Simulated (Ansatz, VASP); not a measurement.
# CdS: VASP beside Ansatz

```
Cd S
1.0
     0.00000    2.93921    2.93921
     2.93921    0.00000    2.93921
     2.93921    2.93921    0.00000
Cd S
1 1
Direct
  0.00000 0.00000 0.00000
  0.25000 0.25000 0.25000
```

Alike in both runs: task single point; functional PBE; k mesh 8 × 8 × 8; occupations fermi-dirac, width 0.02 eV; non-collinear spin, spin-orbit coupling.

|  | VASP | Ansatz |
| --- | --- | --- |
| version | VASP 6.6.1 | Ansatz 0.2.0 |
| potentials or method | VASP PAW PBE potentials, release 64 (Cd, S) | plane waves, PAW |
| plane-wave cutoff (eV) | 520 | 420 |
| valence electrons in the cell | 18 | 26 |

|  | VASP | Ansatz | Ansatz less VASP |
| --- | --- | --- | --- |
| pressure (GPa) | 1.7 | 1.3 | -0.35 |
| net moment per atom (μB) | 0.00 | 0.00 | 0.000 |

VASP's potentials hold 18 valence electrons a cell and Ansatz's 26, so a difference there can come from the potentials and not from the codes.
